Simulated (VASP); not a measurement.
Runs of VASP 6.6.1 on ZnS. The structure is that of space group F-43m (No. 216), or close to it. The cells are those of the table. 

```csv
level,cell,k mesh,gap on the mesh (eV),pressure (GPa)
r2SCAN,"a = 3.772 Å, angles 60.0°, 2 atoms",6 × 6 × 6,2.86,(d)
r2SCAN,"a = 3.810 Å, angles 60.0°, 2 atoms",8 × 8 × 8,2.72,0.1
PBE,"a = 3.810 Å, angles 60.0°, 2 atoms",6 × 6 × 6,2.15,2.5
PBE,"a = 3.924 Å, angles 60.0°, 2 atoms",6 × 6 × 6,1.77,-3.4
PBE,"a = 3.810 Å, angles 60.0°, 2 atoms",8 × 8 × 8,2.15,2.5
r2SCAN,"a = 3.848 Å, angles 60.0°, 2 atoms",6 × 6 × 6,2.58,-2.1
r2SCAN,"a = 3.732 Å, angles 60.0°, 2 atoms",6 × 6 × 6,(c),(a)
PBE,"a = 3.770 Å, angles 60.0°, 2 atoms",6 × 6 × 6,2.29,(b)
```

Alike in all rows: task single point; potentials or basis VASP PAW PBE potentials, release 64 (Zn, S); no spin polarisation; cutoff (eV) 520; smearing gaussian 0.01 eV.

Q: Fill in the values left out.

A: (a) 5.7; (b) 5.1; (c) 3.01; (d) 2.6.

Caveats: the PAW data sets were made with another functional, which shifts forces and pressure a little (some runs).

